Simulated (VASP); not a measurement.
# Al: single point with PBEsol

The system is Al.

```xyz
1
Lattice="-1.5833 1.5833 1.5912 1.5833 -1.5833 1.5912 1.5992 1.5992 -1.5912" Properties=species:S:1:pos:R:3 pbc="T T T"
Al    0.0000    0.0000    0.0000
```

```yaml
Program: VASP 6.6.1
Task: single point
Functional: PBEsol
Potentials_or_basis: VASP PAW PBE potentials, release 64 (Al)
Cutoff: 520 eV
k_mesh: 10 × 10 × 10
Occupations: fermi-dirac, width 0.05 eV
Spin: no spin polarisation
```

* Pressure: 2.8 GPa

Stress tensor (GPa, compression positive):
```
 2.84 -1.30  0.00
-1.30  2.84  0.00
 0.00  0.00  2.81
```

Levels at points of the mesh, in eV from the Fermi level:
| k point | band 1 | band 2 | band 3 | band 4 | band 5 |
| --- | --- | --- | --- | --- | --- |
| (0.00, 0.00, 0.00) | -11.26 | 13.35 | 13.41 | 13.49 | 14.93 |
| (0.50, 0.00, 0.00) | -4.37 | -3.85 | 8.34 | 8.36 | 10.18 |
| (0.50, 0.50, 0.00) | -4.33 | -3.75 | 8.28 | 8.32 | 10.12 |
| (0.00, 0.00, 0.50) | -4.42 | -3.94 | 8.37 | 8.47 | 10.22 |
| (0.50, 0.50, 0.50) | 1.90 | 1.94 | 1.99 | 2.97 | 2.97 |

It took 29 s on 1 thread of Intel Xeon 8259CL, with other jobs on the host, peak memory 0.13 GiB.

Caveat: the PAW data sets were made with another functional, which shifts forces and pressure a little.
